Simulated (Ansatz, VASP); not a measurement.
**BN: VASP beside Ansatz**

```
B N
1.0
     0.00000    1.80481    1.85896
     1.80481    0.00000    1.85896
     1.80481    1.80481    0.00000
B N
1 1
Direct
  0.00000 0.00000 0.00000
  0.75000 0.75000 0.75000
```

Change from the starting cell: strain +0.0300 x Voigt [0, 0, 1, 0, 0, 0], atoms carried along.

Alike in both runs: task single point; functional r2SCAN; k mesh 12 × 12 × 12; occupations gaussian, width 0.05 eV; no spin polarisation.

```csv
,VASP,Ansatz
version,VASP 6.6.1,Ansatz 0.2.0
potentials or method,"VASP PAW PBE potentials, release 64 (B, N), cutoff 520 eV","scalar-relativistic, plane waves, PAW"
valence electrons in the cell,8,8
```

|  | VASP | Ansatz | Ansatz less VASP |
| --- | --- | --- | --- |
| gap on the k mesh at the Fermi level (eV) | 4.68 | 4.70 | +0.019 |
| least direct gap on the mesh (eV) | 9.24 | 9.27 | +0.036 |
| pressure (GPa) | -9.9 | -10.9 | -1.01 |
| traceless stress, the component that is largest in VASP (GPa) | -12.89 | -12.92 | -0.034 |

VASP's potentials were made for PBE, not for r2SCAN. The functional is the same, so the differences come from potentials, cutoffs and numerics.
